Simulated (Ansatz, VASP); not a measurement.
## One calculation of Sb, two programs

```xyz
1
Lattice="-1.4905 1.4905 1.4905 1.4905 -1.4905 1.4905 1.4905 1.4905 -1.4905" Properties=species:S:1:pos:R:3 pbc="T T T"
Sb    0.0000    0.0000    0.0000
```

Change from the starting cell: volume scaled by 0.52, crystal datasets.

Alike in both runs: task single point; functional LDA; k mesh 14 × 14 × 14; occupations fermi-dirac, width 0.08 eV; no spin polarisation.

|  | VASP | Ansatz |
| --- | --- | --- |
| version | VASP 6.6.1 | Ansatz 0.2.0 |
| potentials or method | VASP PAW LDA potentials, release 64 (Sb), cutoff 500 eV | all-electron PAW with datasets made for the crystal, scalar-relativistic |

Ansatz gave:

- pressure (GPa): 211.2

**Question.** Which values does VASP return?

**Answer.** Pressure (GPa): 220.0.

LDA's correlation is that of Perdew and Zunger in VASP and of Perdew and Wang (1992) in Ansatz. Both programs put the cell under a high pressure, so it lies far from rest at this level. Ansatz ran all-electron here, and VASP with PAW potentials.

Spin-orbit coupling is off throughout. Noted on VASP's run: the cell as given lies far from equilibrium.
